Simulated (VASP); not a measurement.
A run of VASP 6.6.1:

Contents of INCAR:

```
SYSTEM = TePb
PREC = Accurate
ENCUT = 500
EDIFF = 1E-7
ISMEAR = 0
SIGMA = 0.01
LREAL = .False.
LASPH = .True.
NELM = 120
ALGO = Normal
ISIF = 3
LWAVE = .False.
LCHARG = .False.
GGA = CA
IBRION = 2
NSW = 100
EDIFFG = -0.002
PSTRESS = 150.0
GGA_COMPAT = .False.
NELMIN = 4
```

Contents of KPOINTS:

```
Automatic mesh
0
Gamma
  6 6 6
  0 0 0
```

Contents of POSCAR:

```
TePb
1.0
    3.1909121651      3.1909121651      0.0000000000
   -3.1909121651      3.1909121651      0.0000000000
    0.0000000000      3.1909121651      3.1909121651
Te Pb
1 1
Direct
    0.5000000000      0.5000000000      0.0000000000
    0.0000000000      0.0000000000      0.0000000000
```

Potentials or basis: VASP PAW LDA potentials, release 64 (Te, Pb_d).

Run with:

```sh
$ cat potpaw_LDA.64/Te/POTCAR potpaw_LDA.64/Pb_d/POTCAR > POTCAR
$ mpirun -np 1 vasp_std > vasp.out
```

Hardware: 1 thread of Intel(R) Xeon(R) Platinum 8559C (Emerald Rapids), on a shared host.

How long does it take, and how much memory?

It took 45 s on 1 thread of Intel(R) Xeon(R) Platinum 8559C (Emerald Rapids), with other jobs on the host, peak memory 0.18 GiB. Counts: scf iterations 71, k points 16, ion steps 8.
